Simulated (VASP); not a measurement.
Here is a VASP 6.6.1 calculation.

Contents of POSCAR:

```
MgO
1.0
    2.5519312199      0.0000000000      0.0000000000
    0.0000000000      2.5519312199      0.0000000000
    0.0000000000      0.0000000000      2.5519312199
Mg O
1 1
Direct
    0.0000000000      0.0000000000      0.0000000000
    0.5000000000      0.5000000000      0.5000000000
```

Contents of INCAR.step1:

```
SYSTEM = MgO
  ALGO = Normal
  EDIFF = 1E-5
  ENCUT = 750
  GGA = PE
  GGA_COMPAT = .False.
  ISMEAR = 0
  LASPH = .True.
  LCHARG = .False.
  LREAL = .False.
  LWAVE = .True.
  NBANDS = 15
  NELM = 120
  PREC = Accurate
  SIGMA = 0.05
```

The input INCAR.step2:

```
SYSTEM = MgO
  ALGO = Normal
  EDIFF = 1E-6
  ENCUT = 750
  GGA_COMPAT = .False.
  ISIF = 2
  ISMEAR = 0
  ISTART = 1
  LASPH = .True.
  LCHARG = .False.
  LMIXTAU = .True.
  LREAL = .False.
  LWAVE = .False.
  METAGGA = R2SCAN
  NBANDS = 15
  NELM = 120
  PREC = Accurate
  SIGMA = 0.05
```

Contents of KPOINTS:

```
k-points
0
Gamma
  10 10 10
  0 0 0
```

Potentials or basis: VASP PAW PBE potentials, release 64 (Mg_sv, O).

Launch:

```console
$ cat potpaw_PBE.64/Mg_sv/POTCAR potpaw_PBE.64/O/POTCAR > POTCAR
$ cp INCAR.step1 INCAR
$ mpirun -np 1 vasp_std > vasp.out
$ cp INCAR.step2 INCAR
$ mpirun -np 1 vasp_std > vasp.out
```

(1) What does it give for the pressure?

(2) Estimate the band gap on the k mesh.

## Answers

(1) 15.2 GPa.

(2) 4.38 eV (least direct gap 5.53 eV).

Caveat: the cell stands under pressure; the PAW data sets were made with another functional, which shifts forces and pressure a little.
